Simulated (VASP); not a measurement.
Wanted: the native input for a VASP 6.6.1 run.

```
Task                   : single point
Functional             : PBE
Potentials or basis    : VASP PAW PBE potentials, release 64 (Li_sv, Cl)
Cutoff                 : 520 eV
k mesh                 : 8 × 8 × 8
Occupations            : gaussian, width 0.05 eV
Spin                   : no spin polarisation
Dipole correction      : no
Further INCAR settings : ALGO = Normal; EDIFF = 1e-06; NBANDS = 12
```

The structure of LiCl lies in POSCAR:

```
LiCl
1.0
    0.0000000000      2.4621696000      2.7699408000
    2.4621696000      0.0000000000      2.7699408000
    2.4621696000      2.4621696000      0.0000000000
Li Cl
1 1
Direct
    0.0000000000      0.0000000000      0.0000000000
    0.5000000000      0.5000000000      0.5000000000
```

This cell differs from its parent crystal: strain -0.040 along x and y, +0.080 along z.

The input as run:

INCAR

```
PREC = Accurate
ENCUT = 520
EDIFF = 1E-6
ISMEAR = 0
SIGMA = 0.05
LREAL = F
LASPH = T
NELM = 60
ALGO = Normal
ISIF = 2
LWAVE = F
LCHARG = F
GGA = PE
NBANDS = 12
```

KPOINTS

```
Automatic mesh
0
Gamma
  8 8 8
```

Potentials or basis: VASP PAW PBE potentials, release 64 (Li_sv, Cl).

The run is started by

```console
$ cat potpaw_PBE.64/Li_sv/POTCAR potpaw_PBE.64/Cl/POTCAR > POTCAR
$ mpirun -np 1 vasp_std > vasp.out
```

Results of the run:

The band gap on the k mesh is 6.26 eV, direct.

Caveat: the cell differs from its parent crystal (strain -0.040 along x and y, +0.080 along z).

It took 17 s on 1 thread of Intel(R) Xeon(R) Platinum 8488C (Sapphire Rapids), with other jobs on the host, peak memory 0.16 GiB.
